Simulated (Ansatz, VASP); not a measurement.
**Si in VASP and in Ansatz**

```
Si
1.0
     2.66986    0.00000    0.00000
    -1.33493    2.31216    0.00000
     0.00000    0.00000    4.40356
Si
2
Cartesian
  0.0000 1.5414 1.1009
  1.3349 0.7707 3.3027
```

Alike in both runs: functional r2SCAN; k mesh 6 × 6 × 4; occupations gaussian, width 0.1 eV; no spin polarisation.

Ansatz relaxed the structure, and its values are those at the end. VASP's run is a single point on that final structure, the one shown.

```csv
,VASP,Ansatz
version,VASP 6.6.1,Ansatz 0.2.0
potentials or method,"VASP PAW PBE potentials, release 64 (Si), cutoff 520 eV","scalar-relativistic, plane waves, PAW"
valence electrons in the cell,8,8
```

|  | VASP | Ansatz | Ansatz less VASP |
| --- | --- | --- | --- |
| gap on the k mesh at the Fermi level (eV) | none | none | - |
| pressure (GPa) | 0.2 | 0.2 | -0.04 |

VASP's potentials were made for PBE, not for r2SCAN. A gap of «none» marks a metal or a gap that the smearing closes. With one functional, cell and mesh, what is left measures potentials, basis and numerics.

The k mesh is coarse, so the values compare programs but aren't converged.
